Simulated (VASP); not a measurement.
Set up this calculation in VASP 6.6.1, as the native input.

```yaml
Task: single point
Functional: PBE
Potentials_or_basis: VASP PAW PBE potentials, release 64 (Al, Sn_d)
Cutoff: 520 eV
k_mesh: 4 × 4 × 6
Occupations: gaussian, width 0.1 eV
Spin: no spin polarisation
Dipole_correction: no
Further_INCAR_settings: ALGO = Fast; EDIFF = 1e-06; NBANDS = 38
```

The structure of AlSn4 lies in POSCAR:

```
AlSn4
1.0
    4.2015633641     -4.5794209533      0.0000000000
    4.2015633641      4.5794209533      0.0000000000
    0.0000000000      0.0000000000      3.6031612592
Al Sn
1 4
Direct
    0.5000000000      0.5000000000      0.5000000000
    0.8100972766      0.1899027234      0.5000000000
    0.2272149555      0.2272149555      0.0000000000
    0.7727850445      0.7727850445      0.0000000000
    0.1899027234      0.8100972766      0.5000000000
```

One way to write it, as run:

INCAR

```
PREC = Accurate
ENCUT = 520
EDIFF = 1E-6
ISMEAR = 0
SIGMA = 0.1
LREAL = False
LASPH = True
NELM = 80
ALGO = Fast
ISIF = 2
LWAVE = False
LCHARG = False
GGA = PE
NBANDS = 38
```

KPOINTS

```
regular mesh
0
Gamma
  4 4 6
```

Potentials or basis: VASP PAW PBE potentials, release 64 (Al, Sn_d).

Run with:

```sh
$ cat potpaw_PBE.64/Al/POTCAR potpaw_PBE.64/Sn_d/POTCAR > POTCAR
$ mpirun -np 1 vasp_std > vasp.out
```

Results of the run:

* Pressure: 0.1 GPa
* Largest force: 0.037 eV/Å

Run time: 110 s on 1 thread of Intel(R) Xeon(R) Platinum 8259CL CPU @ 2.50GHz (Skylake/Cascade Lake) (shared host), peak memory 0.3 GiB.
